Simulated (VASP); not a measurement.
A run of VASP 6.6.1:

INCAR

```
ALGO = Normal
EDIFF = 1E-6
ENCUT = 500
GGA = PS
GGA_COMPAT = False
ISIF = 2
ISMEAR = 0
IVDW = 12
LASPH = True
LCHARG = False
LREAL = False
LWAVE = False
NBANDS = 12
NELM = 120
PREC = Accurate
SIGMA = 0.05
```

File KPOINTS:

```
k-points
0
Gamma
  6 6 6
```

Contents of POSCAR:

```
Tl
1.0
   -1.7444152091      1.7444152091      1.7444152091
    1.7444152091     -1.7444152091      1.7444152091
    1.7444152091      1.7444152091     -1.7444152091
Tl
1
Direct
    0.0000000000      0.0000000000      0.0000000000
```

Potentials or basis: VASP PAW PBE potentials, release 64 (Tl_d).

Launch:

```console
$ cat potpaw_PBE.64/Tl_d/POTCAR > POTCAR
$ mpirun -np 1 vasp_std > vasp.out
```

Hardware: 1 thread of Intel(R) Xeon(R) 6975P-C (Granite Rapids), with other jobs on the host.

Question: How long does it take, and how much memory?

Answer: Run time: 4.5 s on 1 thread of Intel(R) Xeon(R) 6975P-C (Granite Rapids), on a shared host, peak memory 0.14 GiB. Counts: scf iterations 10, k points 16.
